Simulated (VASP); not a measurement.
# Ba2O (antifluorite type) (Fm-3m) in VASP: notebook, part 2 of 2

VASP 6.6.1. The steps go on from the part before.

**3. Single point, PBE**

This run uses another cell than the first one, of 25.54 Å³/atom.

File INCAR:

```
SYSTEM = Ba2O
PREC = Accurate
ENCUT = 520
EDIFF = 1E-6
ISMEAR = -1
SIGMA = 0.06122561905347299
LREAL = .False.
LASPH = .True.
NELM = 100
ALGO = Normal
ISIF = 2
LWAVE = .False.
LCHARG = .True.
GGA = PE
LELF = .True.
LVHAR = .True.
NBANDS = 20
```

File KPOINTS:

```
regular mesh
0
Gamma
  14 14 14
  0 0 0
```

File POSCAR:

```
Ba2O
1.0
    0.0000000000      3.3709919269      3.3709919269
    3.3709919269      0.0000000000      3.3709919269
    3.3709919269      3.3709919269      0.0000000000
Ba O
2 1
Direct
    0.2500000000      0.2500000000      0.2500000000
    0.7500000000      0.7500000000      0.7500000000
    0.0000000000      0.0000000000      0.0000000000
```

Potentials or basis: VASP PAW PBE potentials, release 64 (Ba_sv, O).

Launch:

```
$ cat potpaw_PBE.64/Ba_sv/POTCAR potpaw_PBE.64/O/POTCAR > POTCAR
$ mpirun -np 1 vasp_std > vasp.out
```

OUTCAR:

```text
SYSTEM = Ba2O
   PREC = Accurate
   ENCUT = 520
   EDIFF = 1E-6
   ISMEAR = -1
   LREAL = .False.
   LASPH = .True.
   NELM = 100
   ISIF = 2
   GGA = PE

 ion  position               nearest neighbor table
   1  0.250  0.250  0.250-   3 2.92   3 2.92   3 2.92   3 2.92   2 3.37   2 3.37   2 3.37   2 3.37
                             2 3.37   2 3.37
   2  0.750  0.750  0.750-   3 2.92   3 2.92   3 2.92   3 2.92   1 3.37   1 3.37   1 3.37   1 3.37
                             1 3.37   1 3.37
   3  0.000  0.000  0.000-   2 2.92   2 2.92   2 2.92   1 2.92   1 2.92   1 2.92   2 2.92   1 2.92

  LATTYP: Found a face centered cubic cell.
 ALAT       =     6.7419838538

  Lattice vectors:

 A1 = (   0.0000000000,   3.3709919269,   3.3709919269)
 A2 = (   3.3709919269,   0.0000000000,   3.3709919269)
 A3 = (   3.3709919269,   3.3709919269,   0.0000000000)

Analysis of symmetry for initial positions (statically):
=====================================================================
 Subroutine PRICEL returns:
 Original cell was already a primitive cell.

 Routine SETGRP: Setting up the symmetry group for a
 face centered cubic supercell.

 Subroutine GETGRP returns: Found 48 space group operations
 (whereof 48 operations were pure point group operations)
 out of a pool of 48 trial point group operations.

The static configuration has the point symmetry O_h .

Analysis of symmetry for dynamics (positions and initial velocities):
=====================================================================
 Subroutine PRICEL returns:
 Original cell was already a primitive cell.

 Routine SETGRP: Setting up the symmetry group for a
 face centered cubic supercell.

 Subroutine GETGRP returns: Found 48 space group operations
 (whereof 48 operations were pure point group operations)
 out of a pool of 48 trial point group operations.

The dynamic configuration has the point symmetry O_h .

 Subroutine INISYM returns: Found 48 space group operations
 (whereof 48 operations are pure point group operations),
 and found     1 'primitive' translations

----------------------------------------------------------------------------------------

                                     Primitive cell

  volume of cell :      76.6131

  direct lattice vectors                    reciprocal lattice vectors
     0.000000000  3.370991927  3.370991927    -0.148324295  0.148324295  0.148324295
     3.370991927  0.000000000  3.370991927     0.148324295 -0.148324295  0.148324295
     3.370991927  3.370991927  0.000000000     0.148324295  0.148324295 -0.148324295

  length of vectors
     4.767302502  4.767302502  4.767302502     0.256905214  0.256905214  0.256905214

  position of ions in fractional coordinates (direct lattice)
     0.250000000  0.250000000  0.250000000
     0.750000000  0.750000000  0.750000000
     0.000000000  0.000000000  0.000000000

  ion indices of the primitive-cell ions
   primitive index   ion index
                 1           1
                 2           2
                 3           3

----------------------------------------------------------------------------------------

 KPOINTS: regular mesh

Automatic generation of k-mesh.
 Grid dimensions read from file:
 generate k-points for:   14   14   14

 Generating k-lattice:

  Cartesian coordinates                     Fractional coordinates (reciprocal lattice)
    -0.010594592  0.010594592  0.010594592     0.071428571  0.000000000  0.000000000
     0.010594592 -0.010594592  0.010594592     0.000000000  0.071428571  0.000000000
     0.010594592  0.010594592 -0.010594592     0.000000000  0.000000000  0.071428571

  Length of vectors
     0.018350372  0.018350372  0.018350372

  Shift w.r.t. Gamma in fractional coordinates (k-lattice)
     0.000000000  0.000000000  0.000000000

 Subroutine IBZKPT returns following result:
 ===========================================

 Found    104 irreducible k-points:

 Following reciprocal coordinates:
            Coordinates               Weight
  0.000000  0.000000  0.000000      1.000000
  0.071429  0.000000  0.000000      8.000000
  0.142857  0.000000  0.000000      8.000000
  0.214286  0.000000  0.000000      8.000000
  0.285714  0.000000  0.000000      8.000000
  0.357143  0.000000  0.000000      8.000000
[... 16 lines left out ...]
  0.214286  0.142857  0.000000     24.000000
  0.285714  0.142857  0.000000     24.000000
 [... further k-points ...]
   k-points           NKPTS =    104   k-points in BZ     NKDIM =    104   number of bands    NBANDS=     20
   number of dos      NEDOS =    301   number of ions     NIONS =      3
   total plane-waves  NPLWV =  46656
   dimension x,y,z NGX =    36 NGY =   36 NGZ =   36
   dimension x,y,z NGXF=    72 NGYF=   72 NGZF=   72
   ions per type =               2   1
   NGX,Y,Z   is equivalent  to a cutoff of  12.55, 12.55, 12.55 a.u.
   NGXF,Y,Z  is equivalent  to a cutoff of  25.11, 25.11, 25.11 a.u.
 SYSTEM =  Ba2O
   PREC   = accura    normal or accurate (medium, high low for compatibility)
   ISTART =      0    job   : 0-new  1-cont  2-samecut
   ICHARG =      2    charge: 1-file 2-atom 10-const
   ISPIN  =      1    spin polarized calculation?
   LNONCOLLINEAR =      F non collinear calculations
   LSORBIT =      F    spin-orbit coupling
   LASPH  =      T    aspherical Exc in radial PAW
   ENCUT  =  520.0 eV  38.22 Ry    6.18 a.u.   8.86  8.86  8.86*2*pi/ulx,y,z
   NELM   =    100;   NELMIN=  2; NELMDL= -5     # of ELM steps
   EDIFF  = 0.1E-05   stopping-criterion for ELM
   LREAL  =      F    real-space projection
   EDIFFG = 0.1E-04   stopping-criterion for IOM
   NSW    =      0    number of steps for IOM
   IBRION =     -1    ionic relax: 0-MD 1-quasi-New 2-CG
   NFREE  =      0    steps in history (QN), initial steepest desc. (CG)
   ISIF   =      2    stress and relaxation
   ISYM   =      2    0-nonsym 1-usesym 2-fastsym
   POTIM  = 0.5000    time-step for ionic-motion
   TEBEG  =    0.0;   TEEND  =   0.0 temperature during run
   PSTRESS=    0.0 pullay stress
   NELECT =      26.0000    total number of electrons
   NUPDOWN=      -1.0000    fix difference up-down
   EMIN   =  10.00;   EMAX   =-10.00  energy-range for DOS
   EFERMI =   0.00;   METHOD = LEGACY
   ISMEAR =    -1;   SIGMA  =   0.06  broadening in eV -4-tet -1-fermi 0-gaus
   EFERMI_NEDOS =   21; number of points for ismear=-14 and -15
   IALGO  =     38    algorithm
   IMIX   =      4    mixing-type and parameters
     AMIX     =   0.40;   BMIX     =  1.00
     AMIX_MAG =   1.60;   BMIX_MAG =  1.00
  volume/ion in A,a.u.               =      25.54       172.34
  Fermi-wavevector in a.u.,A,eV,Ry     =   1.141909  2.157895 17.741407  1.303957
  Thomas-Fermi vector in A             =   2.278608
   LORBIT       =      0    0 simple, 1 ext, 2 COOP (PROOUT), +10 PAW based schemes
   GGA     = PE    functional components
   LHFCALC =     F    Hartree Fock is set to
   AEXX    =    0.0000 exact exchange contribution
   IVDW    =     0    specifies the selected vdW correction
   LEPSILON=     F    determine dielectric tensor
   LRPA    =     F    only Hartree local field effects (RPA)
 non-spin polarized calculation
  energy-cutoff  :      520.00
  volume of cell :       76.61
 maximum number of plane-waves:      2085
   NGX = 17   NGY = 17   NGZ = 17

 number of electron      26.0000004 magnetization

 Free energy of the ion-electron system (eV)
  ---------------------------------------------------
  ext. energy  EPLUGINS =         0.00000000
  ---------------------------------------------------
  free energy    TOTEN  =       -11.95472032 eV

  energy without entropy =      -11.92737323  energy(sigma->0) =      -11.94104678

 E-fermi :   4.4145     XC(G=0):  -9.7383

 val. band max:        4.4142986886   @ k =  -0.2143   0.1429   0.0000
 cond. band min:       4.4225587767   @ k =  -0.1429   0.2143   0.0714
 fundamental gap:      0.0082600881
 Fermi energy:         4.4145468238

 k-point     1 :       0.0000    0.0000    0.0000
  band No.  band energies     occupation
      1     -24.7621      2.00000
      2     -23.8245      2.00000
      3     -13.1908      2.00000
      4     -10.2779      2.00000
      5     -10.2779      2.00000
      6     -10.2779      2.00000
[... 12 lines left out ...]
     19      11.8765      0.00000
[... 513 lines left out ...]
      4     -10.3720      2.00000
      5     -10.3644      2.00000
      6      -9.5931      2.00000
[... 12 lines left out ...]
     19       9.6634      0.00000
     20      10.3192      0.00000

 [... further k-points ...]

------------------------ aborting loop because EDIFF is reached ----------------------------------------

  FORCE on cell =-STRESS in cart. coord.  units (eV):
  Direction    XX          YY          ZZ          XY          YZ          ZX
  --------------------------------------------------------------------------------------
  -------------------------------------------------------------------------------------
  Total        1.6117947      1.6117947      1.6117947     -0.0000000     -0.0000000     -0.0000000
  in kB       33.7067718     33.7067718     33.7067718     -0.0000000     -0.0000000     -0.0000000
  external PRESSURE =      33.7067718 kB  Pullay stress =       0.0000000 kB

 VOLUME and BASIS-vectors are now :
 -----------------------------------------------------------------------------
  energy-cutoff  :      520.00
  volume of cell :       76.61
      direct lattice vectors                 reciprocal lattice vectors
     0.000000000  3.370991927  3.370991927    -0.148324295  0.148324295  0.148324295
     3.370991927  0.000000000  3.370991927     0.148324295 -0.148324295  0.148324295
     3.370991927  3.370991927  0.000000000     0.148324295  0.148324295 -0.148324295

 POSITION                                       TOTAL-FORCE (eV/Angst)
 -----------------------------------------------------------------------------------
      1.68550      1.68550      1.68550        -0.000000     -0.000000     -0.000000
      5.05649      5.05649      5.05649         0.000000      0.000000      0.000000
      0.00000      0.00000      0.00000         0.000000     -0.000000     -0.000000
 -----------------------------------------------------------------------------------
    total drift:                                0.000000      0.000000      0.000000

  FREE ENERGIE OF THE ION-ELECTRON SYSTEM (eV)
  ---------------------------------------------------
  free  energy   TOTEN  =       -11.9547203238 eV

  energy  without entropy=      -11.9273732329  energy(sigma->0) =      -11.94104678
```

stdout:

```text
POSCAR found type information on POSCAR BaO
 POSCAR found :  2 types and       3 ions
 scaLAPACK will be used
 LDA part: xc-table for (Slater+PW92), standard interpolation
 POSCAR, INCAR and KPOINTS ok, starting setup
 FFT: planning ... GRIDC
 FFT: planning ... GRID_SOFT
 FFT: planning ... GRID
 WAVECAR not read
 entering main loop
```

It took 99 s on 1 thread of AMD EPYC 9R45 (Zen 5), shared host; peak memory 0.27 GiB.

Results:

| Quantity | Value |
| --- | --- |
| Free energy | -11.9547 eV |
| Pressure | 3.4 GPa |
| Band gap on the k mesh | zero (bands 13 and 14 overlap by 0.68 eV) |

Caveat: the cell stands under pressure; spin-orbit coupling is left out, which moves the levels of the heavy elements.

**4. Single point, PBE**

This run uses another cell than the first one, of 25.54 Å³/atom.

File INCAR:

```
PREC = Accurate
ENCUT = 520
EDIFF = 1E-6
ISMEAR = -1
SIGMA = 0.06122561905347299
LREAL = False
LASPH = True
NELM = 60
ALGO = Normal
ISIF = 2
LWAVE = False
LCHARG = False
GGA = PE
NBANDS = 20
```

File KPOINTS:

```
Automatic mesh
0
Gamma
  14 14 14
```

POSCAR is that of step 3.

Launch:

```
$ cat potpaw_PBE.64/Ba_sv/POTCAR potpaw_PBE.64/O/POTCAR > POTCAR
$ mpirun -np 1 vasp_std > vasp.out
```

Run time: 90 s. Hardware: 1 thread of AMD EPYC 9R45 (Zen 5), shared host; peak memory 0.27 GiB.

Results (log left out):

```yaml
Free_energy: -11.9547 eV
Pressure: 3.4 GPa
Band_gap_on_the_k_mesh: zero (bands 13 and 14 overlap by 0.68 eV)
```

Levels at points of the mesh, in eV from the Fermi level:
```
           k point  band 9  band 10  band 11  band 12  band 13  band 14  band 15  band 16  band 17  band 18
(0.00, 0.00, 0.00)  -13.14    -4.29    -4.29    -4.29    -1.01    -0.58    -0.58     1.91     1.91     1.91
(0.50, 0.00, 0.00)  -13.66    -3.60    -3.60    -3.29     0.06     1.88     1.88     3.36     3.53     3.53
(0.50, 0.50, 0.00)  -12.61    -3.97    -3.20    -3.20    -1.29     0.39     1.27     2.04     4.01     4.01
```

Caveat: the cell stands under pressure; spin-orbit coupling is left out, which moves the levels of the heavy elements.

The gap in the log of VASP goes by the Fermi energy; the results here count the filled bands.